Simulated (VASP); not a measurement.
# Cd16S16O (a cell with a defect) in VASP: notebook

The runs below take Cd16S16O (a cell with a defect) through single point, with PBE.

Program: VASP 6.6.1. These are calculated values, not measurements. Logs are shortened: lines on timing, memory, paths and dates and some standing lists are left out, and cuts for length are marked.

**1. The cell of the first run**

The cell holds a defect, 33 atoms: a = 8.328 Å, b = 8.328 Å, c = 13.535 Å, α = 90.00°, β = 90.00°, γ = 120.00°.

**2. Single point, PBE**

The input, INCAR:

```
  ALGO = Normal
  EDIFF = 1E-6
  ENCUT = 520
  GGA = PE
  GGA_COMPAT = F
  ISIF = 2
  ISMEAR = -1
  ISYM = -1
  LASPH = T
  LCHARG = F
  LREAL = Auto
  LWAVE = F
  NBANDS = 169
  NELECT = 296.0
  NELM = 120
  PREC = Accurate
  SIGMA = 0.01
```

The input, KPOINTS:

```
explicit points
1
Reciprocal
  0.25000000   0.25000000   0.25000000 1
```

The input, POSCAR:

```
Cd16S16O
1.0
    8.3277842500     -0.0000000600      0.0000000000
   -4.1638920700      7.2120727400      0.0000000000
    0.0000000000      0.0000000000     13.5350132800
Cd S O
16 16 1
Direct
    0.3255887348      0.1426779868      0.2504799907
    0.1403039720      0.2596203721     -0.0105411792
    0.3590895029      0.1609590007      0.7504775053
    0.1747685234      0.3374332315      0.5016958506
    0.3392834885      0.6581884559      0.2341755368
    0.1092159471      0.8132664794     -0.0223110974
    0.3371626629      0.6660878493      0.7612716579
    0.1580549107      0.8223061834      0.5053554702
    0.8428664282      0.1528804673      0.2571503203
    0.6721893532      0.2942972314      0.0142364101
    0.8798490818      0.1473441951      0.7723742699
    0.6654059781      0.3334023556      0.5080620800
    0.8298478928      0.6590632431      0.2433184905
    0.6885173898      0.8888028827     -0.0302546434
    0.8238998288      0.6580016897      0.7735785539
    0.6603786070      0.8274255203      0.5030130270
    0.3330543876      0.1566347236      0.4410090243
    0.1673515801      0.3175675139      0.1847345066
    0.3575854531      0.1514029407      0.9407738091
    0.1986704458      0.3405586855      0.6874955205
    0.3328073192      0.6648216391      0.4316597907
    0.1594380968      0.8184330944      0.1824452587
    0.3510558085      0.7062373335      0.9456063127
    0.1572255269      0.8220168075      0.6937807009
    0.8380239253      0.1642995146      0.4447367635
    0.6651596354      0.3153914446      0.2012417678
    0.9521977390      0.3781996044      0.9167565442
    0.6914284407      0.3302787045      0.6928085556
    0.8294442072      0.6606365772      0.4365330035
    0.6742195172      0.8356267689      0.1810769557
    0.7623003279      0.6225331063      0.9594650357
    0.6683568151      0.8284576786      0.6893500440
   -0.0523388653      0.0083744298     -0.1053104249
```

Potentials or basis: VASP PAW PBE potentials, release 64 (Cd, S, O).

Run with:

```sh
$ cat potpaw_PBE.64/Cd/POTCAR potpaw_PBE.64/S/POTCAR potpaw_PBE.64/O/POTCAR > POTCAR
$ mpirun -np 1 vasp_std > vasp.out
```

OUTCAR:

```text
EDIFF = 1E-6
   ENCUT = 520
   GGA = PE
   ISIF = 2
   ISMEAR = -1
   ISYM = -1
   LASPH = T
   LREAL = Auto
   NELECT = 296.0
   NELM = 120
   PREC = Accurate

 ion  position               nearest neighbor table
   1  0.326  0.143  0.250-  22 2.51  26 2.54  18 2.56  17 2.58
   2  0.140  0.260  0.989-  33 2.29  27 2.44  19 2.48  18 2.68  23 3.28  14 3.48  11 3.49   6 3.60

   3  0.359  0.161  0.750-  28 2.52  24 2.58  19 2.58  20 2.60
   4  0.175  0.337  0.502-  20 2.52  21 2.54  25 2.55  17 2.58
   5  0.339  0.658  0.234-  30 2.52  18 2.55  22 2.55  21 2.67
   6  0.109  0.813  0.978-  31 2.52  19 2.58  23 2.61  22 2.80  33 2.81  27 3.28  15 3.45   2 3.60

   7  0.337  0.666  0.761-  23 2.51  20 2.56  32 2.58  24 2.59
   8  0.158  0.822  0.505-  29 2.55  24 2.55  17 2.56  21 2.60
   9  0.843  0.153  0.257-  30 2.51  18 2.54  25 2.54  26 2.57
  10  0.672  0.294  0.014-  27 2.46  19 2.48  26 2.54  31 2.56  14 3.50
  11  0.880  0.147  0.772-  33 2.25  20 2.59  27 2.59  32 2.60  28 2.89  14 3.30   2 3.49
  12  0.665  0.333  0.508-  28 2.51  29 2.55  17 2.56  25 2.61
  13  0.830  0.659  0.243-  22 2.52  30 2.54  26 2.54  29 2.62
  14  0.689  0.889  0.970-  33 2.13  23 2.46  31 2.58  30 2.89  11 3.30   2 3.48  10 3.50  15 3.77

  15  0.824  0.658  0.774-  31 2.56  32 2.61  28 2.62  24 2.64   6 3.45  14 3.77
  16  0.660  0.827  0.503-  32 2.52  21 2.55  25 2.56  29 2.58
  17  0.333  0.157  0.441-   8 2.56  12 2.56   1 2.58   4 2.58
  18  0.167  0.318  0.185-   9 2.54   5 2.55   1 2.56   2 2.68
  19  0.358  0.151  0.941-  10 2.48   2 2.48   6 2.58   3 2.58
  20  0.199  0.341  0.687-   4 2.52   7 2.56  11 2.59   3 2.60
  21  0.333  0.665  0.432-   4 2.54  16 2.55   8 2.60   5 2.67
[... 10 lines left out ...]
  32  0.668  0.828  0.689-  16 2.52   7 2.58  11 2.60  15 2.61
  33  0.948  0.008  0.895-  14 2.13  11 2.25   2 2.29   6 2.81

IMPORTANT INFORMATION: All symmetrisations will be switched off!
NOSYMM: (Re-)initialisation of all symmetry stuff for point group C_1.

----------------------------------------------------------------------------------------

                                     Primitive cell

  volume of cell :     812.9208

  direct lattice vectors                    reciprocal lattice vectors
     8.327784250 -0.000000060  0.000000000     0.120079961  0.069328196  0.000000000
    -4.163892070  7.212072740  0.000000000     0.000000001  0.138656395  0.000000000
     0.000000000  0.000000000 13.535013280     0.000000000  0.000000000  0.073882454

  length of vectors
     8.327784250  8.327784242 13.535013280     0.138656395  0.138656395  0.073882454

  position of ions in fractional coordinates (direct lattice)
     0.325588735  0.142677987  0.250479991
     0.140303972  0.259620372  0.989458821
     0.359089503  0.160959001  0.750477505
     0.174768523  0.337433232  0.501695851
     0.339283489  0.658188456  0.234175537
     0.109215947  0.813266479  0.977688903
[... 25 lines left out ...]
     0.668356815  0.828457679  0.689350044
     0.947661135  0.008374430  0.894689575

  ion indices of the primitive-cell ions
   primitive index   ion index
                 1           1
                 2           2
                 3           3
                 4           4
                 5           5
                 6           6
[... 25 lines left out ...]
                32          32
                33          33

----------------------------------------------------------------------------------------

 KPOINTS: explicit points

Read explicit list of k-points.

 Found      1 k-points:

 Following reciprocal coordinates:
            Coordinates               Weight
  0.250000  0.250000  0.250000      1.000000
   k-points           NKPTS =      1   k-points in BZ     NKDIM =      1   number of bands    NBANDS=    169
   number of dos      NEDOS =    301   number of ions     NIONS =     33
   total plane-waves  NPLWV = 442368
   dimension x,y,z NGX =    64 NGY =   64 NGZ =  108
   dimension x,y,z NGXF=   128 NGYF=  128 NGZF=  216
   ions per type =              16  16   1
   NGX,Y,Z   is equivalent  to a cutoff of  12.78, 12.78, 13.27 a.u.
   NGXF,Y,Z  is equivalent  to a cutoff of  25.55, 25.55, 26.53 a.u.
 SYSTEM =  unknown system
   PREC   = accura    normal or accurate (medium, high low for compatibility)
   ISTART =      0    job   : 0-new  1-cont  2-samecut
   ICHARG =      2    charge: 1-file 2-atom 10-const
   ISPIN  =      1    spin polarized calculation?
   LNONCOLLINEAR =      F non collinear calculations
   LSORBIT =      F    spin-orbit coupling
   LASPH  =      T    aspherical Exc in radial PAW
   ENCUT  =  520.0 eV  38.22 Ry    6.18 a.u.  15.48 15.48 25.17*2*pi/ulx,y,z
   NELM   =    120;   NELMIN=  2; NELMDL= -5     # of ELM steps
   EDIFF  = 0.1E-05   stopping-criterion for ELM
   LREAL  =      T    real-space projection
   EDIFFG = 0.1E-04   stopping-criterion for IOM
   NSW    =      0    number of steps for IOM
   IBRION =     -1    ionic relax: 0-MD 1-quasi-New 2-CG
   NFREE  =      0    steps in history (QN), initial steepest desc. (CG)
   ISIF   =      2    stress and relaxation
   ISYM   =     -1    0-nonsym 1-usesym 2-fastsym
   POTIM  = 0.5000    time-step for ionic-motion
   TEBEG  =    0.0;   TEEND  =   0.0 temperature during run
   PSTRESS=    0.0 pullay stress
   NELECT =     296.0000    total number of electrons
   NUPDOWN=      -1.0000    fix difference up-down
   EMIN   =  10.00;   EMAX   =-10.00  energy-range for DOS
   EFERMI =   0.00;   METHOD = LEGACY
   ISMEAR =    -1;   SIGMA  =   0.01  broadening in eV -4-tet -1-fermi 0-gaus
   EFERMI_NEDOS =   21; number of points for ismear=-14 and -15
   IALGO  =     38    algorithm
   IMIX   =      4    mixing-type and parameters
     AMIX     =   0.40;   BMIX     =  1.00
     AMIX_MAG =   1.60;   BMIX_MAG =  1.00
  volume/ion in A,a.u.               =      24.63       166.24
  Fermi-wavevector in a.u.,A,eV,Ry     =   1.169022  2.209131 18.593888  1.366612
  Thomas-Fermi vector in A             =   2.305501
   LORBIT       =      0    0 simple, 1 ext, 2 COOP (PROOUT), +10 PAW based schemes
   GGA     = PE    functional components
   LHFCALC =     F    Hartree Fock is set to
   AEXX    =    0.0000 exact exchange contribution
   IVDW    =     0    specifies the selected vdW correction
   LEPSILON=     F    determine dielectric tensor
   LRPA    =     F    only Hartree local field effects (RPA)
 non-spin polarized calculation
  energy-cutoff  :      520.00
  volume of cell :      812.92
 maximum number of plane-waves:     21888
 NGX is ok and might be reduce to    64
   NGX = 31   NGY = 31   NGZ = 51

 number of electron     296.0000005 magnetization

 Free energy of the ion-electron system (eV)
  ---------------------------------------------------
  ext. energy  EPLUGINS =         0.00000000
  ---------------------------------------------------
  free energy    TOTEN  =       -98.71999532 eV

  energy without entropy =      -98.71999532  energy(sigma->0) =      -98.71999532

 E-fermi :   2.3659     XC(G=0):  -9.2116

 val. band max:        2.1218644074   @ k =   0.2500   0.2500   0.2500
 cond. band min:       3.8923460315   @ k =   0.2500   0.2500   0.2500
 fundamental gap:      1.7704816241
 Fermi energy:         2.3659413073

 k-point     1 :       0.2500    0.2500    0.2500
  band No.  band energies     occupation
      1     -14.2060      2.00000
      2     -11.0759      2.00000
      3     -10.9659      2.00000
      4     -10.9324      2.00000
      5     -10.8993      2.00000
      6     -10.8288      2.00000
[... 152 lines left out ...]
    159       5.3948      0.00000
    160       5.4337      0.00000
 [bands above 160 left out]

------------------------ aborting loop because EDIFF is reached ----------------------------------------

  FORCE on cell =-STRESS in cart. coord.  units (eV):
  Direction    XX          YY          ZZ          XY          YZ          ZX
  --------------------------------------------------------------------------------------
  -------------------------------------------------------------------------------------
  Total       22.9405933     18.1573601     17.9001214     -4.7296732     -0.6611979     -0.2773377
  in kB       45.2133806     35.7861551     35.2791661     -9.3216644     -1.3031481     -0.5466021
  external PRESSURE =      38.7595673 kB  Pullay stress =       0.0000000 kB

 VOLUME and BASIS-vectors are now :
 -----------------------------------------------------------------------------
  energy-cutoff  :      520.00
  volume of cell :      812.92
      direct lattice vectors                 reciprocal lattice vectors
     8.327784250 -0.000000060  0.000000000     0.120079961  0.069328196  0.000000000
    -4.163892070  7.212072740  0.000000000     0.000000001  0.138656395  0.000000000
     0.000000000  0.000000000 13.535013280     0.000000000  0.000000000  0.073882454

 POSITION                                       TOTAL-FORCE (eV/Angst)
 -----------------------------------------------------------------------------------
      2.11734      1.02900      3.39025         0.006675     -0.004664     -0.000675
      0.08739      1.87240     13.39234         0.021270      0.054796      0.077846
      2.32020      1.16085     10.15772        -0.031716     -0.012886      0.007462
      0.05040      2.43359      6.79046         0.006233     -0.000472     -0.003358
      0.08485      4.74690      3.16957        -0.010163      0.008342      0.010308
     -2.47683      5.86534     13.23303        -0.003946     -0.005381     -0.007490
[... 25 lines left out ...]
      2.11632      5.97490      9.33036        -0.004153     -0.007837      0.002911
      7.85705      0.06040     12.10964         0.109657     -0.029171     -0.064727
 -----------------------------------------------------------------------------------
    total drift:                               -0.000699      0.007088      0.003526

  FREE ENERGIE OF THE ION-ELECTRON SYSTEM (eV)
  ---------------------------------------------------
  free  energy   TOTEN  =       -98.7199953232 eV

  energy  without entropy=      -98.7199953232  energy(sigma->0) =      -98.71999532
```

Wall time 4 min (1 thread of AMD EPYC 9R45 (Zen 5), shared host); peak memory 0.86 GiB.

What came out:

* Free energy: -98.7200 eV
* Largest force: 0.131 eV/Å

Forces on the atoms (eV/Å):
```
Cd   0.007 -0.005 -0.001
Cd   0.021  0.055  0.078
Cd  -0.032 -0.013  0.007
Cd   0.006  0.000 -0.003
Cd  -0.010  0.008  0.010
Cd  -0.004 -0.005 -0.007
Cd   0.012  0.006  0.003
Cd   0.001  0.005  0.004
Cd  -0.012  0.004  0.006
Cd   0.000 -0.031 -0.023
Cd  -0.035  0.013 -0.054
Cd   0.003 -0.008  0.004
Cd   0.005 -0.005  0.014
Cd  -0.061  0.010  0.076
Cd   0.000 -0.003 -0.005
Cd   0.001 -0.010 -0.004
S   -0.002 -0.003  0.005
S    0.008 -0.003 -0.038
S    0.023  0.034  0.002
S    0.011 -0.002 -0.006
S    0.006  0.005 -0.020
S    0.005 -0.001 -0.017
S   -0.033 -0.061  0.009
S   -0.008  0.003 -0.012
S   -0.008  0.001  0.005
S    0.001 -0.002  0.042
S   -0.036  0.069  0.007
S    0.044  0.000  0.015
S   -0.010  0.005 -0.017
S   -0.002  0.003 -0.019
S   -0.006 -0.032  0.000
S   -0.004 -0.008  0.003
O    0.110 -0.029 -0.065
```

Levels at points of the mesh, in eV from the Fermi level:
```tsv
k point	band 145	band 146	band 147	band 148	band 149	band 150	band 151	band 152
(0.25, 0.25, 0.25)	-1.39	-1.01	-0.66	-0.24	1.53	2.02	2.16	2.22
```

Caveat: the cell carries a net charge on a neutralising background, which shifts energy and pressure; the cell is charged against a uniform background, so pressure and absolute levels hang on convention.

**3. Single point, PBE**

The input, INCAR:

```
SYSTEM = Cd16S16O
  PREC = Accurate
  ENCUT = 520
  EDIFF = 1E-6
  ISMEAR = -1
  SIGMA = 0.01
  LREAL = Auto
  LASPH = .True.
  NELM = 120
  ALGO = Normal
  ISIF = 2
  LWAVE = .False.
  LCHARG = .False.
  GGA = PE
  NBANDS = 169
  GGA_COMPAT = .False.
  ISYM = -1
```

KPOINTS is that of step 2.

The input, POSCAR:

```
Cd16S16O
1.0
    8.3277842500     -0.0000000600      0.0000000000
   -4.1638920700      7.2120727400      0.0000000000
    0.0000000000      0.0000000000     13.5350132800
Cd S O
16 16 1
Direct
    0.3176570569      0.1737024936      0.2519604473
    0.2077367439      0.3438609262      0.0079272918
    0.3407007312      0.1686890946      0.7434725620
    0.1539372635      0.3472184904      0.4996727273
    0.3153533706      0.6802687931      0.2521752236
    0.1623962987      0.8375827903     -0.0109312785
    0.3362168570      0.6643007070      0.7539400804
    0.1516317121      0.8466708849      0.5026354876
    0.8231298216      0.1740630044      0.2465442723
    0.6726260458      0.3171394858      0.0079251492
    0.8392990440      0.1555202077      0.7497530139
    0.6560819935      0.3411496428      0.4970630513
    0.8235314383      0.6785529245      0.2527420498
    0.6655666675      0.7889156481      0.0109304658
    0.8316242266      0.6577903775      0.7430550523
    0.6508784540      0.8444931518      0.4985818529
    0.3219011309      0.1771984373      0.4413313734
    0.1582292657      0.3509082757      0.1934355694
    0.3543148561      0.1686872921      0.9327062145
    0.1700724686      0.3357101485      0.6886878356
    0.3185165141      0.6790874407      0.4412190721
    0.1473829637      0.8493280961      0.1820092045
    0.3464241945      0.6725913889      0.9420034348
    0.1680704546      0.8323245240      0.6909758274
    0.8241577030      0.1748785814      0.4375307861
    0.6525704138      0.3440004183      0.1931292527
    0.8608130534      0.1733564118      0.9422162163
    0.6728679968      0.3256137486      0.6864531868
    0.8208375157      0.6757369518      0.4418055510
    0.6459472776      0.8380626841      0.1957437311
    0.8331476031      0.6370060613      0.9319063631
    0.6644770791      0.8278247121      0.6878294692
   -0.0656829858      0.0513085502      0.0125592784
```

Potentials or basis: VASP PAW PBE potentials, release 64 (Cd, S, O).

Run with:

```sh
$ cat potpaw_PBE.64/Cd/POTCAR potpaw_PBE.64/S/POTCAR potpaw_PBE.64/O/POTCAR > POTCAR
$ mpirun -np 1 vasp_std > vasp.out
```

Run time: 3.8 min. Hardware: 1 thread of AMD EPYC 9R45 (Zen 5), shared host; peak memory 0.86 GiB.

Results (log left out):

```yaml
Free_energy: -104.5486 eV
Pressure: 1.6 GPa
Largest_force: 1.056 eV/Å
Band_gap_on_the_k_mesh: 2.38 eV
```

Forces on the atoms (eV/Å):
```
Cd   0.015 -0.042 -0.016
Cd   0.161  0.194  0.065
Cd   0.007 -0.004  0.024
Cd   0.018 -0.006 -0.012
Cd  -0.228  0.129 -0.049
Cd  -0.063  0.034  0.195
Cd  -0.016  0.006 -0.038
Cd   0.025 -0.016 -0.003
Cd   0.056 -0.032 -0.022
Cd   0.034 -0.046  0.075
Cd   0.038 -0.038 -0.006
Cd   0.009 -0.009  0.005
Cd   0.044  0.002 -0.016
Cd  -0.081 -0.275  0.071
Cd   0.012 -0.010  0.024
Cd   0.015 -0.012 -0.017
S    0.011 -0.014 -0.007
S    0.060  0.018  0.032
S    0.020 -0.002  0.027
S    0.022 -0.006 -0.002
S    0.017 -0.012  0.006
S    0.311 -0.184  0.161
S   -0.056  0.069 -0.038
S   -0.001 -0.001  0.010
S    0.014 -0.008 -0.009
S    0.038 -0.026  0.041
S    0.093  0.029  0.052
S    0.040 -0.025  0.027
S    0.016 -0.007 -0.001
S    0.012 -0.065  0.048
S    0.040 -0.048  0.033
S    0.021 -0.033 -0.005
O   -0.704  0.438 -0.654
```

Stress tensor (GPa, compression positive):
```
 1.44 -0.08 -0.42
-0.08  1.33  0.20
-0.42  0.20  2.07
```

Levels at points of the mesh, in eV from the valence-band top:
| k point | band 145 | band 146 | band 147 | band 148 | band 149 | band 150 |
| --- | --- | --- | --- | --- | --- | --- |
| (0.25, 0.25, 0.25) | -0.70 | -0.23 | 0.00 | 2.38 | 2.60 | 3.19 |
